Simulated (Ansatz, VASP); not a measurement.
One calculation of HfSi27C26, two programs

```
Si Hf C
1.0
     0.00000    6.53700    6.53700
     6.53700    0.00000    6.53700
     6.53700    6.53700    0.00000
Si Hf C
27 1 26
Direct
  0.00000 0.00000 0.00000
  0.00000 0.00000 0.33333
  0.00000 0.00000 0.66667
  0.00000 0.33333 0.00000
  0.00000 0.33333 0.33333
  0.00000 0.33333 0.66667
  0.00000 0.66667 0.00000
  0.00000 0.66667 0.33333
  0.00000 0.66667 0.66667
  0.33333 0.00000 0.00000
  0.33333 0.00000 0.33333
  0.33333 0.00000 0.66667
  0.33333 0.33333 0.00000
  0.33333 0.33333 0.33333
  0.33333 0.33333 0.66667
  0.33333 0.66667 0.00000
  0.33333 0.66667 0.33333
  0.33333 0.66667 0.66667
  0.66667 0.00000 0.00000
  0.66667 0.00000 0.33333
  0.66667 0.00000 0.66667
  0.66667 0.33333 0.00000
  0.66667 0.33333 0.33333
  0.66667 0.33333 0.66667
  0.66667 0.66667 0.00000
  0.66667 0.66667 0.33333
  0.66667 0.66667 0.66667
  0.08333 0.08333 0.08333
  0.08333 0.08333 0.41667
  0.08333 0.08333 0.75000
  0.08333 0.41667 0.08333
  0.08333 0.41667 0.41667
  0.08333 0.41667 0.75000
  0.08333 0.75000 0.08333
  0.08333 0.75000 0.41667
  0.08333 0.75000 0.75000
  0.41667 0.08333 0.08333
  0.41667 0.08333 0.41667
  0.41667 0.08333 0.75000
  0.41667 0.41667 0.08333
  0.41667 0.41667 0.41667
  0.41667 0.41667 0.75000
  0.41667 0.75000 0.08333
  0.41667 0.75000 0.41667
  0.41667 0.75000 0.75000
  0.75000 0.08333 0.08333
  0.75000 0.08333 0.41667
  0.75000 0.08333 0.75000
  0.75000 0.41667 0.08333
  0.75000 0.41667 0.41667
  0.75000 0.41667 0.75000
  0.75000 0.75000 0.08333
  0.75000 0.75000 0.41667
  0.75000 0.75000 0.75000
```

Alike in both runs: task electric field gradients; functional PBE; k mesh 3 × 3 × 3; occupations fermi-dirac, width 0.01 eV; no spin polarisation.

|  | VASP | Ansatz |
| --- | --- | --- |
| version | VASP 6.6.1 | Ansatz 0.2.0 |
| potentials or method | VASP PAW PBE potentials, release 64 (Si, Hf_pv, C) | plane-wave PAW, scalar-relativistic |
| plane-wave cutoff (eV) | 520 | 420 |
| valence electrons in the cell | 222 | 238 |

```csv
,VASP,Ansatz,Ansatz less VASP
pressure (GPa),16.8,16.8,-0.05
rms of the force components (eV/Å),2.684,2.653,-0.0309
size of Vzz on the site where it differs most (V/Å²),20.8,8.6,-12.18
```

Atom by atom the forces differ by 0.031 eV/Å (rms over components). VASP's potentials hold 222 valence electrons a cell and Ansatz's 238, so a difference there can come from the potentials and not from the codes.

Neither program's run includes spin-orbit coupling.
